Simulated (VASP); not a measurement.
Wanted: the native input for a VASP 6.6.1 run.

- Task: relaxation of shape and atoms at fixed volume
- Functional: r2SCAN
- Potentials or basis: VASP PAW PBE potentials, release 64 (Mg, B)
- Cutoff: 600 eV
- k mesh: 8 × 8 × 6
- Occupations: gaussian, width 0.05 eV
- Spin: no spin polarisation
- Dipole correction: no
- Further INCAR settings: ALGO = Normal; EDIFF = 1e-06; IBRION = 2; EDIFFG = -0.01; NSW = 60; ISIF = 4

The system is MgB2.

```
CELL_PARAMETERS angstrom
3.04118 0.00000 0.00000
-1.52059 2.63374 0.00000
0.00000 0.00000 3.42856
ATOMIC_POSITIONS crystal
Mg 0.00000 0.00000 0.00000
B 0.33333 0.66667 0.50000
B 0.66667 0.33333 0.50000
```

These files were run (other wordings do the same):

POSCAR

```
MgB2
1.0
    3.0411752226      0.0000000000      0.0000000000
   -1.5205876113      2.6337350002      0.0000000000
    0.0000000000      0.0000000000      3.4285641000
Mg B
1 2
Direct
    0.0000000000      0.0000000000      0.0000000000
    0.3333333333      0.6666666667      0.5000000000
    0.6666666667      0.3333333333      0.5000000000
```

INCAR.step1

```
SYSTEM = MgB2
PREC = Accurate
ENCUT = 600
ISMEAR = 0
SIGMA = 0.05
LREAL = .False.
LASPH = .True.
NELM = 60
GGA = PE
ALGO = Normal
EDIFF = 1E-4
LWAVE = .True.
LCHARG = .False.
```

INCAR.step2

```
SYSTEM = MgB2
PREC = Accurate
ENCUT = 600
EDIFF = 1E-6
ISMEAR = 0
SIGMA = 0.05
LREAL = .False.
LASPH = .True.
NELM = 60
ALGO = Normal
ISIF = 4
LWAVE = .False.
LCHARG = .False.
METAGGA = R2SCAN
LMIXTAU = .True.
IBRION = 2
NSW = 60
EDIFFG = -0.01
ISTART = 1
```

KPOINTS

```
regular mesh
0
Gamma
  8 8 6
  0 0 0
```

Potentials or basis: VASP PAW PBE potentials, release 64 (Mg, B).

Launch:

```sh
$ cat potpaw_PBE.64/Mg/POTCAR potpaw_PBE.64/B/POTCAR > POTCAR
$ cp INCAR.step1 INCAR
$ mpirun -np 1 vasp_std > vasp.out
$ cp INCAR.step2 INCAR
$ mpirun -np 1 vasp_std > vasp.out
```

It gave:

```yaml
Energy_gained_by_relaxing: 0.2 meV/atom
Ionic_steps: 2
Pressure_after_relaxing: 6.0 GPa
Band_gap_on_the_k_mesh: zero (bands 4 and 5 overlap by 2.90 eV)
```

Caveat: the PAW data sets were made with another functional, which shifts forces and pressure a little.

Wall time 23 s on 1 thread of Intel(R) Xeon(R) 6975P-C (Granite Rapids), with other jobs on the host, peak memory 0.15 GiB.
